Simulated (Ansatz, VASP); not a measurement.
## SnBi5O2 in VASP and in Ansatz

```
CELL_PARAMETERS angstrom
6.48899 0.00000 0.00000
-3.24449 5.61963 0.00000
0.00000 0.00000 7.60277
ATOMIC_POSITIONS crystal
Sn 0.00000 0.00000 0.73014
Bi 0.33333 0.66667 0.53286
Bi 0.66667 0.33333 0.53286
Bi 0.50000 0.00000 0.91660
Bi 0.00000 0.50000 0.91660
Bi 0.50000 0.50000 0.91660
O 0.33333 0.66667 0.09412
O 0.66667 0.33333 0.09412
```

Alike in both runs: functional PBE; k mesh 3 × 3 × 2; occupations gaussian, width 0.2 eV; no spin polarisation.

Ansatz relaxed the structure, and its values are those at the end. VASP's run is a single point on that final structure, the one shown.

|  | VASP | Ansatz |
| --- | --- | --- |
| version | VASP 6.6.1 | Ansatz 0.2.0 |
| potentials or method | VASP PAW PBE potentials, release 64 (Sn_d, Bi_d, O), cutoff 520 eV | scalar-relativistic, plane waves, PAW |
| valence electrons in the cell | 101 | 101 |

Ansatz gave:

- gap on the k mesh at the Fermi level (eV): none
- pressure (GPa): 0.5
- rms of the force components (eV/Å): 0.019

Q: Estimate VASP's values.

A: gap on the k mesh at the Fermi level (eV): none; pressure (GPa): 0.5; rms of the force components (eV/Å): 0.032.

A gap of «none» marks a metal or a gap that the smearing closes.

The k mesh is coarse, so the values compare programs but aren't converged. Spin-orbit coupling is off throughout.
